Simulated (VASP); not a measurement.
# TiO2 (I4_1/amd) in VASP: single point with PBEsol

Aim: the single point of TiO2 with PBEsol.

Program: VASP 6.6.1. These are calculated values, not measurements. Logs are shortened: lines on timing, memory, paths and dates and some standing lists are left out, and cuts for length are marked.

## Step 1: The cell of the first run

Symmetry: I4_1/amd, No. 141, tetragonal system. Conventional cell: a = 3.770 Å, b = 3.770 Å, c = 9.548 Å, α = 90.00°, β = 90.00°, γ = 90.00°. Within 2.6 Å of Ti (site symmetry -4m2) lie 6 O at 1.93 to 1.98 Å. Within 2.6 Å of O (site symmetry 2mm) lie 3 Ti at 1.93 to 1.98 Å and 2 O at 2.46 Å.

## Step 2: Single point, PBEsol

The input, INCAR:

```
SYSTEM = TiO2
PREC = Accurate
ENCUT = 520
EDIFF = 1E-7
ISMEAR = -1
SIGMA = 0.05
LREAL = .FALSE.
LASPH = .TRUE.
NELM = 80
ALGO = Normal
ISIF = 2
LWAVE = .FALSE.
LCHARG = .TRUE.
GGA = PS
LELF = .TRUE.
LVHAR = .TRUE.
NBANDS = 33
```

The input, KPOINTS:

```
regular mesh
0
G
  9 9 9
  0 0 0
```

The input, POSCAR:

```
TiO2
1.0
   -1.8852240000      1.8852020000      4.7741940000
    1.8852020000     -1.8852240000      4.7741940000
    1.8852260000      1.8852260000     -4.7742030000
Ti O
2 4
Direct
    0.0000000000      0.0000000000      0.0000000000
    0.7500010000      0.2500000000      0.5000010000
    0.2075730000      0.2075730000      0.0000000000
    0.9575700000      0.4575730000      0.4999980000
    0.5424270000      0.0424280000      0.4999990000
    0.7924280000      0.7924280000      0.0000000000
```

Potentials or basis: VASP PAW PBE potentials, release 64 (Ti_sv, O).

Launch:

```bash
$ cat potpaw_PBE.64/Ti_sv/POTCAR potpaw_PBE.64/O/POTCAR > POTCAR
$ mpirun -np 1 vasp_std > vasp.out
```

OUTCAR:

```text
SYSTEM = TiO2
   PREC = Accurate
   ENCUT = 520
   EDIFF = 1E-7
   ISMEAR = -1
   LREAL = .FALSE.
   LASPH = .TRUE.
   NELM = 80
   ISIF = 2
   GGA = PS

 ion  position               nearest neighbor table
   1  0.000  0.000  0.000-   5 1.93   4 1.93   4 1.93   5 1.93   6 1.98   3 1.98
   2  0.750  0.250  0.500-   3 1.93   6 1.93   3 1.93   6 1.93   5 1.98   4 1.98
   3  0.208  0.208  0.000-   2 1.93   2 1.93   1 1.98
   4  0.958  0.458  0.500-   1 1.93   1 1.93   2 1.98
   5  0.542  0.042  0.500-   1 1.93   1 1.93   2 1.98
   6  0.792  0.792  0.000-   2 1.93   2 1.93   1 1.98

  LATTYP: Found a body centered tetragonal cell.
 ALAT       =     3.7704280000
 C/A-ratio  =     2.5324414098

  Lattice vectors:

 A1 = (  -1.8852240000,   1.8852020000,   4.7741940000)
 A2 = (   1.8852020000,  -1.8852240000,   4.7741940000)
 A3 = (   1.8852260000,   1.8852260000,  -4.7742030000)

Analysis of symmetry for initial positions (statically):
=====================================================================
 Subroutine PRICEL returns:
 Original cell was already a primitive cell.

 Routine SETGRP: Setting up the symmetry group for a
 body centered tetragonal supercell.

 Subroutine GETGRP returns: Found 16 space group operations
 (whereof  8 operations were pure point group operations)
 out of a pool of 16 trial point group operations.

The static configuration has the point symmetry D_2d.
 The point group associated with its full space group is D_4h.

Analysis of symmetry for dynamics (positions and initial velocities):
=====================================================================
 Subroutine PRICEL returns:
 Original cell was already a primitive cell.

 Routine SETGRP: Setting up the symmetry group for a
 body centered tetragonal supercell.

 Subroutine GETGRP returns: Found 16 space group operations
 (whereof  8 operations were pure point group operations)
 out of a pool of 16 trial point group operations.

The dynamic configuration has the point symmetry D_2d.
 The point group associated with its full space group is D_4h.

 Subroutine INISYM returns: Found 16 space group operations
 (whereof  8 operations are pure point group operations),
 and found     1 'primitive' translations

----------------------------------------------------------------------------------------

                                     Primitive cell

  volume of cell :      67.8705

  direct lattice vectors                    reciprocal lattice vectors
    -1.885224000  1.885202000  4.774194000     0.000000109  0.265222129  0.104730331
     1.885202000 -1.885224000  4.774194000     0.265222129  0.000000109  0.104730331
     1.885226000  1.885226000 -4.774203000     0.265221739  0.265221739  0.000001222

  length of vectors
     5.468179264  5.468179264  5.468196085     0.285151223  0.285151223  0.375080180

  position of ions in fractional coordinates (direct lattice)
     0.000000000  0.000000000  0.000000000
     0.750001000  0.250000000  0.500001000
     0.207573000  0.207573000  0.000000000
     0.957570000  0.457573000  0.499998000
     0.542427000  0.042428000  0.499999000
     0.792428000  0.792428000  0.000000000

  ion indices of the primitive-cell ions
   primitive index   ion index
                 1           1
                 2           2
                 3           3
                 4           4
                 5           5
                 6           6

----------------------------------------------------------------------------------------

 KPOINTS: regular mesh

Automatic generation of k-mesh.
 Grid dimensions read from file:
 generate k-points for:    9    9    9

 Generating k-lattice:

  Cartesian coordinates                     Fractional coordinates (reciprocal lattice)
     0.000000012  0.029469125  0.011636703     0.111111111  0.000000000 -0.000000000
     0.029469125  0.000000012  0.011636703     0.000000000  0.111111111 -0.000000000
     0.029469082  0.029469082  0.000000136     0.000000000  0.000000000  0.111111111

  Length of vectors
     0.031683469  0.031683469  0.041675576

  Shift w.r.t. Gamma in fractional coordinates (k-lattice)
     0.000000000  0.000000000  0.000000000

 Subroutine IBZKPT returns following result:
 ===========================================

 Found     75 irreducible k-points:

 Following reciprocal coordinates:
            Coordinates               Weight
  0.000000  0.000000  0.000000      1.000000
  0.111111  0.000000 -0.000000      8.000000
  0.222222  0.000000 -0.000000      8.000000
  0.333333  0.000000 -0.000000      8.000000
  0.444444  0.000000 -0.000000      8.000000
  0.111111  0.111111 -0.000000      8.000000
[... 16 lines left out ...]
 -0.333333  0.333333  0.000000      4.000000
  0.444444  0.444444 -0.000000      8.000000
 [... further k-points ...]
   k-points           NKPTS =     75   k-points in BZ     NKDIM =     75   number of bands    NBANDS=     33
   number of dos      NEDOS =    301   number of ions     NIONS =      6
   total plane-waves  NPLWV =  74088
   dimension x,y,z NGX =    42 NGY =   42 NGZ =   42
   dimension x,y,z NGXF=    84 NGYF=   84 NGZF=   84
   ions per type =               2   4
   NGX,Y,Z   is equivalent  to a cutoff of  12.77, 12.77, 12.77 a.u.
   NGXF,Y,Z  is equivalent  to a cutoff of  25.54, 25.54, 25.54 a.u.
 SYSTEM =  TiO2
   PREC   = accura    normal or accurate (medium, high low for compatibility)
   ISTART =      0    job   : 0-new  1-cont  2-samecut
   ICHARG =      2    charge: 1-file 2-atom 10-const
   ISPIN  =      1    spin polarized calculation?
   LNONCOLLINEAR =      F non collinear calculations
   LSORBIT =      F    spin-orbit coupling
   LASPH  =      T    aspherical Exc in radial PAW
   ENCUT  =  520.0 eV  38.22 Ry    6.18 a.u.  10.17 10.17 10.17*2*pi/ulx,y,z
   NELM   =     80;   NELMIN=  2; NELMDL= -5     # of ELM steps
   EDIFF  = 0.1E-06   stopping-criterion for ELM
   LREAL  =      F    real-space projection
   EDIFFG = 0.1E-05   stopping-criterion for IOM
   NSW    =      0    number of steps for IOM
   IBRION =     -1    ionic relax: 0-MD 1-quasi-New 2-CG
   NFREE  =      0    steps in history (QN), initial steepest desc. (CG)
   ISIF   =      2    stress and relaxation
   ISYM   =      2    0-nonsym 1-usesym 2-fastsym
   POTIM  = 0.5000    time-step for ionic-motion
   TEBEG  =    0.0;   TEEND  =   0.0 temperature during run
   PSTRESS=    0.0 pullay stress
   NELECT =      48.0000    total number of electrons
   NUPDOWN=      -1.0000    fix difference up-down
   EMIN   =  10.00;   EMAX   =-10.00  energy-range for DOS
   EFERMI =   0.00;   METHOD = LEGACY
   ISMEAR =    -1;   SIGMA  =   0.05  broadening in eV -4-tet -1-fermi 0-gaus
   EFERMI_NEDOS =   21; number of points for ismear=-14 and -15
   IALGO  =     38    algorithm
   IMIX   =      4    mixing-type and parameters
     AMIX     =   0.40;   BMIX     =  1.00
     AMIX_MAG =   1.60;   BMIX_MAG =  1.00
  volume/ion in A,a.u.               =      11.31        76.34
  Fermi-wavevector in a.u.,A,eV,Ry     =   1.458573  2.756303 28.945507  2.127435
  Thomas-Fermi vector in A             =   2.575241
   LORBIT       =      0    0 simple, 1 ext, 2 COOP (PROOUT), +10 PAW based schemes
   GGA     = PS    functional components
   LHFCALC =     F    Hartree Fock is set to
   AEXX    =    0.0000 exact exchange contribution
   IVDW    =     0    specifies the selected vdW correction
   LEPSILON=     F    determine dielectric tensor
   LRPA    =     F    only Hartree local field effects (RPA)
 non-spin polarized calculation
  energy-cutoff  :      520.00
  volume of cell :       67.87
 maximum number of plane-waves:      1842
 NGX is ok and might be reduce to    42
   NGX = 21   NGY = 21   NGZ = 21

 number of electron      47.9999993 magnetization

 Free energy of the ion-electron system (eV)
  ---------------------------------------------------
  ext. energy  EPLUGINS =         0.00000000
  ---------------------------------------------------
  free energy    TOTEN  =       -56.21750610 eV

  energy without entropy =      -56.21750610  energy(sigma->0) =      -56.21750610

 E-fermi :   4.4771     XC(G=0): -11.0359

 val. band max:        3.3210151058   @ k =  -0.4444   0.4444   0.0000
 cond. band min:       5.4018855444   @ k =   0.0000   0.0000   0.0000
 fundamental gap:      2.0808704386
 Fermi energy:         4.4770785807

 k-point     1 :       0.0000    0.0000    0.0000
  band No.  band energies     occupation
      1     -52.7910      2.00000
      2     -52.7284      2.00000
      3     -29.3835      2.00000
      4     -29.1345      2.00000
      5     -29.1345      2.00000
      6     -29.0612      2.00000
[... 25 lines left out ...]
     32       8.6810      0.00000
     33       8.7386      0.00000

 k-point     2 :       0.1111    0.0000   -0.0000
  band No.  band energies     occupation
      1     -52.7893      2.00000
      2     -52.7296      2.00000
      3     -29.3799      2.00000
      4     -29.1511      2.00000
      5     -29.1357      2.00000
      6     -29.0681      2.00000
[... 25 lines left out ...]
     32       8.8120      0.00000
     33       9.0785      0.00000

 k-point     3 :       0.2222    0.0000   -0.0000
  band No.  band energies     occupation
      1     -52.7847      2.00000
      2     -52.7327      2.00000
      3     -29.3710      2.00000
      4     -29.1914      2.00000
      5     -29.1384      2.00000
      6     -29.0835      2.00000
[... 25 lines left out ...]
     32       9.1793      0.00000
     33       9.5383      0.00000

 k-point     4 :       0.3333    0.0000   -0.0000
  band No.  band energies     occupation
      1     -52.7785      2.00000
      2     -52.7372      2.00000
      3     -29.3612      2.00000
      4     -29.2365      2.00000
      5     -29.1412      2.00000
      6     -29.0959      2.00000
[... 25 lines left out ...]
     32       9.3806      0.00000
     33       9.7956      0.00000

 k-point     5 :       0.4444    0.0000   -0.0000
  band No.  band energies     occupation
      1     -52.7736      2.00000
      2     -52.7410      2.00000
      3     -29.3539      2.00000
      4     -29.2675      2.00000
      5     -29.1428      2.00000
      6     -29.0999      2.00000
[... 604 lines left out ...]
 k-point    22 :      -0.4444    0.3333    0.0000
  band No.  band energies     occupation
      1     -52.7659      2.00000
      2     -52.7451      2.00000
      3     -29.3621      2.00000
      4     -29.2979      2.00000
      5     -29.1862      2.00000
      6     -29.1621      2.00000
[... 25 lines left out ...]
     32      10.1381      0.00000
     33      10.5831      0.00000

 k-point    23 :      -0.3333    0.3333    0.0000
  band No.  band energies     occupation
      1     -52.7716      2.00000
      2     -52.7404      2.00000
      3     -29.3712      2.00000
      4     -29.2723      2.00000
      5     -29.1819      2.00000
      6     -29.1482      2.00000
[... 25 lines left out ...]
     32      10.2732      0.00000
     33      10.3940      0.00000

 k-point    24 :       0.4444    0.4444   -0.0000
  band No.  band energies     occupation
      1     -52.7559      2.00000
      2     -52.7540      2.00000
      3     -29.3399      2.00000
      4     -29.3360      2.00000
      5     -29.1869      2.00000
      6     -29.1818      2.00000
[... 25 lines left out ...]
     32       9.8979      0.00000
     33      10.8597      0.00000

 [... further k-points ...]

------------------------ aborting loop because EDIFF is reached ----------------------------------------

  FORCE on cell =-STRESS in cart. coord.  units (eV):
  Direction    XX          YY          ZZ          XY          YZ          ZX
  --------------------------------------------------------------------------------------
  -------------------------------------------------------------------------------------
  Total        0.2679409      0.2679409      0.3281051      0.0000003     -0.0000014     -0.0000014
  in kB        6.3251125      6.3251125      7.7453711      0.0000067     -0.0000329     -0.0000329
  external PRESSURE =       6.7985320 kB  Pullay stress =       0.0000000 kB

 VOLUME and BASIS-vectors are now :
 -----------------------------------------------------------------------------
  energy-cutoff  :      520.00
  volume of cell :       67.87
      direct lattice vectors                 reciprocal lattice vectors
    -1.885224000  1.885202000  4.774194000     0.000000109  0.265222129  0.104730331
     1.885202000 -1.885224000  4.774194000     0.265222129  0.000000109  0.104730331
     1.885226000  1.885226000 -4.774203000     0.265221739  0.265221739  0.000001222

 POSITION                                       TOTAL-FORCE (eV/Angst)
 -----------------------------------------------------------------------------------
      0.00000      0.00000      0.00000         0.000000      0.000000      0.000000
     -0.00000      1.88521      2.38709        -0.000000      0.000000      0.000000
     -0.00000     -0.00000      1.98199        -0.000000     -0.000000      0.019865
     -0.00001      1.88519      4.36908        -0.000000     -0.000000      0.019865
      0.00000      1.88521      0.40511         0.000000      0.000000     -0.019865
     -0.00002     -0.00002      7.56641         0.000000      0.000000     -0.019865
 -----------------------------------------------------------------------------------
    total drift:                               -0.001537      0.009896     -0.016233

  FREE ENERGIE OF THE ION-ELECTRON SYSTEM (eV)
  ---------------------------------------------------
  free  energy   TOTEN  =       -56.2175061014 eV

  energy  without entropy=      -56.2175061013  energy(sigma->0) =      -56.21750610
```

Run time: 5.6 min. Hardware: 1 thread of Intel Xeon Platinum 8488C (Sapphire Rapids), shared host; peak memory 0.33 GiB.

Results:

- Free energy: -56.2175 eV
- Pressure: 0.7 GPa
- Largest force: 0.020 eV/Å
- Band gap on the k mesh: 2.08 eV (least direct gap 2.43 eV)

Forces in eV/Å, atoms in the order of the input:
```
Ti   0.000  0.000  0.000
Ti   0.000  0.000  0.000
O    0.000  0.000  0.020
O    0.000  0.000  0.020
O    0.000  0.000 -0.020
O    0.000  0.000 -0.020
```

Stress tensor (GPa, compression positive):
```
0.63 0.00 0.00
0.00 0.63 0.00
0.00 0.00 0.77
```

Levels at points of the mesh, in eV from the valence-band top:
| k point | band 20 | band 21 | band 22 | band 23 | band 24 | band 25 | band 26 | band 27 | band 28 | band 29 |
| --- | --- | --- | --- | --- | --- | --- | --- | --- | --- | --- |
| (0.00, 0.00, 0.00) | -0.79 | -0.78 | -0.78 | -0.48 | -0.48 | 2.08 | 2.83 | 4.03 | 4.03 | 4.05 |

Caveat: the PAW data sets were made with another functional, which shifts forces and pressure a little. A k mesh can miss the band edges.
